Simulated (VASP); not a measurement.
A run of VASP 6.6.1 is set up as follows.

File INCAR:

```
SYSTEM = Ti
PREC = Accurate ; ENCUT = 520
EDIFF = 1E-6 ; ISMEAR = -1
SIGMA = 0.1 ; LREAL = .FALSE.
LASPH = .TRUE. ; NELM = 100
ALGO = Normal ; ISIF = 2
LWAVE = .FALSE. ; LCHARG = .FALSE.
GGA = PS ; NBANDS = 19
```

KPOINTS

```
Automatic mesh
0
G
  17 17 9
  0 0 0
```

File POSCAR:

```
Ti
1.0
    2.9012772668      0.0000000000      0.0000000000
   -1.4506386334      2.5125798164      0.0000000000
    0.0000000000      0.0000000000      4.5933578522
Ti
2
Direct
    0.3333333333      0.6666666667      0.2500000000
    0.6666666667      0.3333333333      0.7500000000
```

Potentials or basis: VASP PAW PBE potentials, release 64 (Ti_sv).

Command:

```bash
$ cat potpaw_PBE.64/Ti_sv/POTCAR > POTCAR
$ mpirun -np 1 vasp_std > vasp.out
```

(1) Predict the band gap on the k mesh.

(2) What does it give for the pressure?

Answers

(1) zero (bands 12 and 13 overlap by 1.08 eV).

(2) -0.2 GPa.

Caveat: the PAW data sets were made with another functional, which shifts forces and pressure a little.
